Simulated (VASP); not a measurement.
Input of a VASP 6.6.1 run:

Contents of INCAR:

```
SYSTEM = HfO2
PREC     = Accurate       ! precision mode
ENCUT    = 520            ! plane-wave cutoff, eV
EDIFF    = 1E-6           ! SCF threshold, eV
ISMEAR   = 0              ! smearing method
SIGMA    = 0.01           ! smearing width, eV
LREAL    = .FALSE.        ! projectors in reciprocal space
LASPH    = .TRUE.         ! aspherical terms in the spheres
NELM     = 80             ! most SCF steps
ALGO     = Normal         ! electronic algorithm
ISIF     = 2              ! what is computed and relaxed
LWAVE    = .FALSE.        ! write WAVECAR
LCHARG   = .TRUE.         ! write CHGCAR
LELF     = .TRUE.         ! ELF
LVHAR    = .TRUE.       
NBANDS   = 56             ! bands
```

The input KPOINTS:

```
Automatic mesh
0
G
  6 6 6
  0 0 0
```

POSCAR

```
HfO2
1.0
    5.2465054140      0.0000000000      0.0000000000
    0.0000000000      5.0303679133      0.0000000000
    0.0000000000      0.0000000000      5.0592999164
Hf O
4 8
Direct
    0.0325089217      0.2670180870      0.2410877183
    0.4674910783      0.2670180870      0.7410877183
    0.5325089217      0.7329819130      0.2410877183
    0.9674910783      0.7329819130      0.7410877183
    0.3670345754      0.0700138337      0.3807677172
    0.1329654246      0.0700138337      0.8807677172
    0.7321739055      0.4610930297      0.4911445644
    0.7678260945      0.4610930297      0.9911445644
    0.2678260945      0.5389069703      0.9911445644
    0.2321739055      0.5389069703      0.4911445644
    0.8670345754      0.9299861663      0.3807677172
    0.6329654246      0.9299861663      0.8807677172
```

Potentials or basis: VASP PAW LDA potentials, release 64 (Hf_pv, O).

Run with:

```sh
$ cat potpaw_LDA.64/Hf_pv/POTCAR potpaw_LDA.64/O/POTCAR > POTCAR
$ mpirun -np 1 vasp_std > vasp.out
```

(1) Estimate the pressure.

(2) Estimate the largest force.

Results:

(1) -11.0 GPa.

(2) 0.114 eV/Å.

Caveat: the cell stands under tension.
